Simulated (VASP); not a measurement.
Crystal: K2S.

```xyz
3
Lattice="0.0000 3.7027 3.7027 3.7027 0.0000 3.7027 3.7027 3.7027 0.0000" Properties=species:S:1:pos:R:3 pbc="T T T"
K     1.8514    1.8514    1.8514
K     5.5541    5.5541    5.5541
S     0.0000    0.0000    0.0000
```

Base run:

| Property | Result |
| --- | --- |
| Program | VASP 6.6.1 |
| Functional | r2SCAN |
| Potentials or basis | VASP PAW PBE potentials, release 64 (K_sv, S) |
| Cutoff | 550 eV |
| k mesh | 6 × 6 × 6 |
| Occupations | gaussian, width 0.01 eV |
| Spin | no spin polarisation |

Its results: band gap on the k mesh 2.76 eV (least direct gap 2.95 eV); pressure 0.0 GPa.

**Question.** The run is repeated on the same cell with these changes: functional from r2SCAN to PBE; cutoff from 550 eV to 500 eV. What comes out?

**Answer.** Band gap on the k mesh 2.38 eV (least direct gap 2.57 eV); pressure 0.5 GPa.

Caveats: the PAW data sets were made with another functional, which shifts forces and pressure a little (at least some runs).

A k mesh can miss the band edges.
